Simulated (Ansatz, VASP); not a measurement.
Two plane-wave programs on Ag

```
Ag
1.0
     2.86746    0.00000    0.00000
    -1.43373    2.48330    0.00000
     0.00000    0.00000    9.36508
Ag
4
Direct
  0.00000 0.00000 0.00000
  0.00000 0.00000 0.50000
  0.33333 0.66667 0.25000
  0.66667 0.33333 0.75000
```

Alike in both runs: task single point; functional PBEsol; k mesh 24 × 24 × 6; occupations gaussian, width 0.1 eV; no spin polarisation.

|  | VASP | Ansatz |
| --- | --- | --- |
| version | VASP 6.6.1 | Ansatz 0.2.0 |
| potentials or method | VASP PAW PBE potentials, release 64 (Ag), cutoff 520 eV | scalar-relativistic, plane waves, PAW |
| valence electrons in the cell | 44 | 76 |

Ansatz gave:

| Item | Value |
| --- | --- |
| gap on the k mesh at the Fermi level (eV) | none |
| pressure (GPa) | 0.0 |
| traceless stress, the component that is largest in VASP (GPa) | 0.24 |

Which values does VASP return?

gap on the k mesh at the Fermi level (eV): none; pressure (GPa): -0.3; traceless stress, the component that is largest in VASP (GPa): 0.24.

VASP's potentials were made for PBE, not for PBEsol. A gap of «none» marks a metal or a gap that the smearing closes. With one functional, cell and mesh, what is left measures potentials, basis and numerics. VASP's potentials hold 44 valence electrons a cell and Ansatz's 76, so a difference there can come from the potentials and not from the codes.
